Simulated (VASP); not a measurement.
# LiF (P6_3mc) in VASP: a series of runs

LiF is run at these levels: PBE; tasks: single point.

Everything below comes from runs of VASP 6.6.1. Logs are shortened: lines on timing, memory, paths and dates and some standing lists are left out, and cuts for length are marked.

### 1 The cell of the first run

Symmetry: P6_3mc, No. 186, hexagonal system. The conventional cell has a = 3.210 Å, b = 3.210 Å, c = 4.462 Å, α = 90.00°, β = 90.00°, γ = 120.00°. Li (site symmetry 3m) has 4 F at 1.73 to 1.92 Å within 2.3 Å. F (site symmetry 3m) has 4 Li at 1.73 to 1.92 Å within 2.3 Å.

### 2 Single point, PBE (volume 9.955 Å^3 an atom, c/a of the conventional cell 1.3900)

INCAR reads:

```
SYSTEM = LiF
PREC = Accurate ; ENCUT = 520
EDIFF = 1E-6 ; ISMEAR = 0
SIGMA = 0.05 ; LREAL = .FALSE.
LASPH = .TRUE. ; NELM = 80
ALGO = Normal ; ISIF = 2
LWAVE = .FALSE. ; LCHARG = .FALSE.
GGA = PE ; NBANDS = 18
```

KPOINTS reads:

```
regular mesh
0
G
  9 9 6
  0 0 0
```

POSCAR reads:

```
LiF
1.0
    3.2101003422      0.0000000000      0.0000000000
   -1.6050501711      2.7800284451      0.0000000000
    0.0000000000      0.0000000000      4.4620394757
Li F
2 2
Direct
    0.3333333333      0.6666666667      0.3810713234
    0.6666666667      0.3333333333      0.8810713234
    0.3333333333      0.6666666667      0.9939266766
    0.6666666667      0.3333333333      0.4939266766
```

Potentials or basis: VASP PAW PBE potentials, release 64 (Li_sv, F).

On the command line:

```bash
> cat potpaw_PBE.64/Li_sv/POTCAR potpaw_PBE.64/F/POTCAR > POTCAR
> mpirun -np 1 vasp_std > vasp.out
```

OUTCAR:

```text
SYSTEM = LiF
   PREC = Accurate
   ENCUT = 520
   EDIFF = 1E-6
   ISMEAR = 0
   LREAL = .FALSE.
   LASPH = .TRUE.
   NELM = 80
   ISIF = 2
   GGA = PE

 ion  position               nearest neighbor table
   1  0.333  0.667  0.381-   3 1.73   4 1.92   4 1.92   4 1.92
   2  0.667  0.333  0.881-   4 1.73   3 1.92   3 1.92   3 1.92
   3  0.333  0.667  0.994-   1 1.73   2 1.92   2 1.92   2 1.92
   4  0.667  0.333  0.494-   2 1.73   1 1.92   1 1.92   1 1.92

  LATTYP: Found a hexagonal cell.
 ALAT       =     3.2101003422
 C/A-ratio  =     1.3900000000

  Lattice vectors:

 A1 = (   3.2101003422,   0.0000000000,   0.0000000000)
 A2 = (  -1.6050501711,   2.7800284451,   0.0000000000)
 A3 = (   0.0000000000,   0.0000000000,   4.4620394757)

Analysis of symmetry for initial positions (statically):
=====================================================================
 Subroutine PRICEL returns:
 Original cell was already a primitive cell.

 Routine SETGRP: Setting up the symmetry group for a
 hexagonal supercell.

 Subroutine GETGRP returns: Found 12 space group operations
 (whereof  6 operations were pure point group operations)
 out of a pool of 24 trial point group operations.

The static configuration has the point symmetry C_3v.
 The point group associated with its full space group is C_6v.

Analysis of symmetry for dynamics (positions and initial velocities):
=====================================================================
 Subroutine PRICEL returns:
 Original cell was already a primitive cell.

 Routine SETGRP: Setting up the symmetry group for a
 hexagonal supercell.

 Subroutine GETGRP returns: Found 12 space group operations
 (whereof  6 operations were pure point group operations)
 out of a pool of 24 trial point group operations.

The dynamic configuration has the point symmetry C_3v.
 The point group associated with its full space group is C_6v.

 Subroutine INISYM returns: Found 12 space group operations
 (whereof  6 operations are pure point group operations),
 and found     1 'primitive' translations

----------------------------------------------------------------------------------------

                                     Primitive cell

  volume of cell :      39.8200

  direct lattice vectors                    reciprocal lattice vectors
     3.210100342  0.000000000  0.000000000     0.311516742  0.179854275  0.000000000
    -1.605050171  2.780028445  0.000000000     0.000000000  0.359708550  0.000000000
     0.000000000  0.000000000  4.462039476     0.000000000  0.000000000  0.224112764

  length of vectors
     3.210100342  3.210100342  4.462039476     0.359708550  0.359708550  0.224112764

  position of ions in fractional coordinates (direct lattice)
     0.333333333  0.666666667  0.381071323
     0.666666667  0.333333333  0.881071323
     0.333333333  0.666666667  0.993926677
     0.666666667  0.333333333  0.493926677

  ion indices of the primitive-cell ions
   primitive index   ion index
                 1           1
                 2           2
                 3           3
                 4           4

----------------------------------------------------------------------------------------

 KPOINTS: regular mesh

Automatic generation of k-mesh.
 Grid dimensions read from file:
 generate k-points for:    9    9    6

 Generating k-lattice:

  Cartesian coordinates                     Fractional coordinates (reciprocal lattice)
     0.034612971  0.019983808  0.000000000     0.111111111  0.000000000  0.000000000
     0.000000000  0.039967617  0.000000000     0.000000000  0.111111111  0.000000000
     0.000000000  0.000000000  0.037352127     0.000000000  0.000000000  0.166666667

  Length of vectors
     0.039967617  0.039967617  0.037352127

  Shift w.r.t. Gamma in fractional coordinates (k-lattice)
     0.000000000  0.000000000  0.000000000

 Subroutine IBZKPT returns following result:
 ===========================================

 Found     48 irreducible k-points:

 Following reciprocal coordinates:
            Coordinates               Weight
  0.000000  0.000000  0.000000      1.000000
  0.111111  0.000000  0.000000      6.000000
  0.222222  0.000000  0.000000      6.000000
  0.333333  0.000000  0.000000      6.000000
  0.444444  0.000000  0.000000      6.000000
  0.111111  0.111111  0.000000      6.000000
[... 16 lines left out ...]
  0.333333  0.222222  0.166667     24.000000
  0.333333  0.333333  0.166667      4.000000
 [... further k-points ...]
   k-points           NKPTS =     48   k-points in BZ     NKDIM =     48   number of bands    NBANDS=     18
   number of dos      NEDOS =    301   number of ions     NIONS =      4
   total plane-waves  NPLWV =  20736
   dimension x,y,z NGX =    24 NGY =   24 NGZ =   36
   dimension x,y,z NGXF=    48 NGYF=   48 NGZF=   72
   ions per type =               2   2
   NGX,Y,Z   is equivalent  to a cutoff of  12.43, 12.43, 13.41 a.u.
   NGXF,Y,Z  is equivalent  to a cutoff of  24.86, 24.86, 26.83 a.u.
 SYSTEM =  LiF
   PREC   = accura    normal or accurate (medium, high low for compatibility)
   ISTART =      0    job   : 0-new  1-cont  2-samecut
   ICHARG =      2    charge: 1-file 2-atom 10-const
   ISPIN  =      1    spin polarized calculation?
   LNONCOLLINEAR =      F non collinear calculations
   LSORBIT =      F    spin-orbit coupling
   LASPH  =      T    aspherical Exc in radial PAW
   ENCUT  =  520.0 eV  38.22 Ry    6.18 a.u.   5.97  5.97  8.30*2*pi/ulx,y,z
   NELM   =     80;   NELMIN=  2; NELMDL= -5     # of ELM steps
   EDIFF  = 0.1E-05   stopping-criterion for ELM
   LREAL  =      F    real-space projection
   EDIFFG = 0.1E-04   stopping-criterion for IOM
   NSW    =      0    number of steps for IOM
   IBRION =     -1    ionic relax: 0-MD 1-quasi-New 2-CG
   NFREE  =      0    steps in history (QN), initial steepest desc. (CG)
   ISIF   =      2    stress and relaxation
   ISYM   =      2    0-nonsym 1-usesym 2-fastsym
   POTIM  = 0.5000    time-step for ionic-motion
   TEBEG  =    0.0;   TEEND  =   0.0 temperature during run
   PSTRESS=    0.0 pullay stress
   NELECT =      20.0000    total number of electrons
   NUPDOWN=      -1.0000    fix difference up-down
   EMIN   =  10.00;   EMAX   =-10.00  energy-range for DOS
   EFERMI =   0.00;   METHOD = LEGACY
   ISMEAR =     0;   SIGMA  =   0.05  broadening in eV -4-tet -1-fermi 0-gaus
   EFERMI_NEDOS =   21; number of points for ismear=-14 and -15
   IALGO  =     38    algorithm
   IMIX   =      4    mixing-type and parameters
     AMIX     =   0.40;   BMIX     =  1.00
     AMIX_MAG =   1.60;   BMIX_MAG =  1.00
  volume/ion in A,a.u.               =       9.96        67.18
  Fermi-wavevector in a.u.,A,eV,Ry     =   1.301321  2.459140 23.040597  1.693436
  Thomas-Fermi vector in A             =   2.432462
   LORBIT       =      0    0 simple, 1 ext, 2 COOP (PROOUT), +10 PAW based schemes
   GGA     = PE    functional components
   LHFCALC =     F    Hartree Fock is set to
   AEXX    =    0.0000 exact exchange contribution
   IVDW    =     0    specifies the selected vdW correction
   LEPSILON=     F    determine dielectric tensor
   LRPA    =     F    only Hartree local field effects (RPA)
 non-spin polarized calculation
 Gauss-broadening in eV      SIGMA  =   0.05
  energy-cutoff  :      520.00
  volume of cell :       39.82
 maximum number of plane-waves:      1092
 NGX is ok and might be reduce to    24
   NGX = 11   NGY = 11   NGZ = 17

 number of electron      20.0000041 magnetization

 Free energy of the ion-electron system (eV)
  ---------------------------------------------------
  ext. energy  EPLUGINS =         0.00000000
  ---------------------------------------------------
  free energy    TOTEN  =       -19.16442214 eV

  energy without entropy =      -19.16442214  energy(sigma->0) =      -19.16442214

 E-fermi :  -2.1271     XC(G=0):  -8.8096

 val. band max:       -2.4085853757   @ k =   0.0000   0.0000   0.0000
 cond. band min:       5.2695062766   @ k =   0.0000   0.0000   0.0000
 fundamental gap:      7.6780916523
 Fermi energy:        -2.1271219626

 k-point     1 :       0.0000    0.0000    0.0000
  band No.  band energies     occupation
      1     -42.9442      2.00000
      2     -42.8858      2.00000
      3     -21.9250      2.00000
      4     -21.6089      2.00000
      5      -4.6295      2.00000
      6      -3.1386      2.00000
[... 10 lines left out ...]
     17      16.4281      0.00000
     18      20.1303      0.00000

 k-point     2 :       0.1111    0.0000    0.0000
  band No.  band energies     occupation
      1     -42.9410      2.00000
      2     -42.8858      2.00000
      3     -21.9101      2.00000
      4     -21.6107      2.00000
      5      -4.5738      2.00000
      6      -3.2373      2.00000
[... 10 lines left out ...]
     17      16.6782      0.00000
     18      18.8224      0.00000

 k-point     3 :       0.2222    0.0000    0.0000
  band No.  band energies     occupation
      1     -42.9325      2.00000
      2     -42.8861      2.00000
      3     -21.8685      2.00000
      4     -21.6173      2.00000
      5      -4.4326      2.00000
      6      -3.5256      2.00000
[... 10 lines left out ...]
     17      16.8532      0.00000
     18      17.5513      0.00000

 k-point     4 :       0.3333    0.0000    0.0000
  band No.  band energies     occupation
      1     -42.9214      2.00000
      2     -42.8878      2.00000
      3     -21.8126      2.00000
      4     -21.6327      2.00000
      5      -4.3513      2.00000
      6      -3.7607      2.00000
[... 10 lines left out ...]
     17      16.6777      0.00000
     18      18.0546      0.00000

 k-point     5 :       0.4444    0.0000    0.0000
  band No.  band energies     occupation
      1     -42.9123      2.00000
      2     -42.8909      2.00000
      3     -21.7640      2.00000
      4     -21.6548      2.00000
      5      -4.4616      2.00000
      6      -3.6506      2.00000
[... 10 lines left out ...]
     17      16.4286      0.00000
     18      18.4846      0.00000

 k-point     6 :       0.1111    0.1111    0.0000
  band No.  band energies     occupation
      1     -42.9351      2.00000
      2     -42.8860      2.00000
      3     -21.8813      2.00000
      4     -21.6149      2.00000
      5      -4.4712      2.00000
      6      -3.4589      2.00000
[... 10 lines left out ...]
     17      17.0813      0.00000
     18      18.0786      0.00000

 k-point     7 :       0.2222    0.1111    0.0000
  band No.  band energies     occupation
      1     -42.9252      2.00000
      2     -42.8870      2.00000
      3     -21.8323      2.00000
      4     -21.6258      2.00000
      5      -4.3177      2.00000
      6      -3.8490      2.00000
[... 10 lines left out ...]
     17      17.1224      0.00000
     18      17.7359      0.00000

 k-point     8 :       0.3333    0.1111    0.0000
  band No.  band energies     occupation
      1     -42.9147      2.00000
      2     -42.8899      2.00000
      3     -21.7779      2.00000
      4     -21.6467      2.00000
      5      -4.3795      2.00000
      6      -3.9227      2.00000
[... 10 lines left out ...]
     17      16.8220      0.00000
     18      18.2796      0.00000
[... 229 lines left out ...]
     17      17.1110      0.00000
     18      17.9058      0.00000

 k-point    20 :       0.3333    0.1111    0.1667
  band No.  band energies     occupation
      1     -42.9130      2.00000
      2     -42.8914      2.00000
      3     -21.7713      2.00000
      4     -21.6575      2.00000
      5      -4.3601      2.00000
      6      -3.8970      2.00000
[... 10 lines left out ...]
     17      16.8032      0.00000
     18      18.3319      0.00000

 k-point    21 :       0.4444    0.1111    0.1667
  band No.  band energies     occupation
      1     -42.9080      2.00000
      2     -42.8934      2.00000
      3     -21.7440      2.00000
      4     -21.6711      2.00000
      5      -4.4633      2.00000
      6      -3.7584      2.00000
[... 10 lines left out ...]
     17      16.6706      0.00000
     18      18.5209      0.00000

 k-point    22 :       0.2222    0.2222    0.1667
  band No.  band energies     occupation
      1     -42.9138      2.00000
      2     -42.8912      2.00000
      3     -21.7763      2.00000
      4     -21.6547      2.00000
      5      -4.2028      2.00000
      6      -4.1238      2.00000
[... 10 lines left out ...]
     17      17.3974      0.00000
     18      18.2490      0.00000

 k-point    23 :       0.3333    0.2222    0.1667
  band No.  band energies     occupation
      1     -42.9059      2.00000
      2     -42.8945      2.00000
      3     -21.7346      2.00000
      4     -21.6752      2.00000
      5      -4.4337      2.00000
      6      -3.9304      2.00000
[... 10 lines left out ...]
     17      16.9555      0.00000
     18      18.5207      0.00000

 k-point    24 :       0.3333    0.3333    0.1667
  band No.  band energies     occupation
      1     -42.8994      2.00000
      2     -42.8994      2.00000
      3     -21.7012      2.00000
      4     -21.7012      2.00000
      5      -4.4908      2.00000
      6      -3.7745      2.00000
[... 10 lines left out ...]
     17      16.4818      0.00000
     18      18.5320      0.00000

 [... further k-points ...]
[... 5 lines left out ...]
  --------------------------------------------------------------------------------------
  -------------------------------------------------------------------------------------
  Total       -0.2894608     -0.2894608      2.9379262      0.0000000      0.0000000      0.0000000
  in kB      -11.6465978    -11.6465978    118.2089085      0.0000000      0.0000000      0.0000000
  external PRESSURE =      31.6385710 kB  Pullay stress =       0.0000000 kB

 VOLUME and BASIS-vectors are now :
 -----------------------------------------------------------------------------
  energy-cutoff  :      520.00
  volume of cell :       39.82
      direct lattice vectors                 reciprocal lattice vectors
     3.210100342  0.000000000  0.000000000     0.311516742  0.179854275  0.000000000
    -1.605050171  2.780028445  0.000000000     0.000000000  0.359708550  0.000000000
     0.000000000  0.000000000  4.462039476     0.000000000  0.000000000  0.224112764

 POSITION                                       TOTAL-FORCE (eV/Angst)
 -----------------------------------------------------------------------------------
     -0.00000      1.85335      1.70036        -0.000000     -0.000000      0.728658
      1.60505      0.92668      3.93138         0.000000      0.000000      0.728658
     -0.00000      1.85335      4.43494        -0.000000      0.000000     -0.728658
      1.60505      0.92668      2.20392         0.000000      0.000000     -0.728658
 -----------------------------------------------------------------------------------
    total drift:                               -0.000001     -0.000001      0.004405

  FREE ENERGIE OF THE ION-ELECTRON SYSTEM (eV)
  ---------------------------------------------------
  free  energy   TOTEN  =       -19.1644221412 eV

  energy  without entropy=      -19.1644221412  energy(sigma->0) =      -19.16442214
```

It used 49 s of CPU time on 1 thread of AMD EPYC 7R13 Processor (Zen 3) (shared host).

What came out:

```
Free energy            : -19.1644 eV
Largest force          : 0.729 eV/Å
Band gap on the k mesh : 7.68 eV, direct
```

Forces in eV/Å, atoms in the order of the input:
```
Li   0.000  0.000  0.729
Li   0.000  0.000  0.729
F    0.000  0.000 -0.729
F    0.000  0.000 -0.729
```

Levels at points of the mesh, in eV from the valence-band top:
| k point | band 8 | band 9 | band 10 | band 11 | band 12 | band 13 |
| --- | --- | --- | --- | --- | --- | --- |
| (0.00, 0.00, 0.00) | -0.23 | -0.23 | 0.00 | 7.68 | 12.70 | 15.88 |
| (0.00, 0.00, 0.50) | -0.48 | -0.48 | -0.48 | 9.54 | 9.54 | 17.80 |

Caveat: the cutoff is under 1.25 times the usual one of these potentials, so pressure, stress and relaxed cells hold a basis-set (Pulay) error. A k mesh can miss the band edges.

(Part 1 of 2 ends here.)
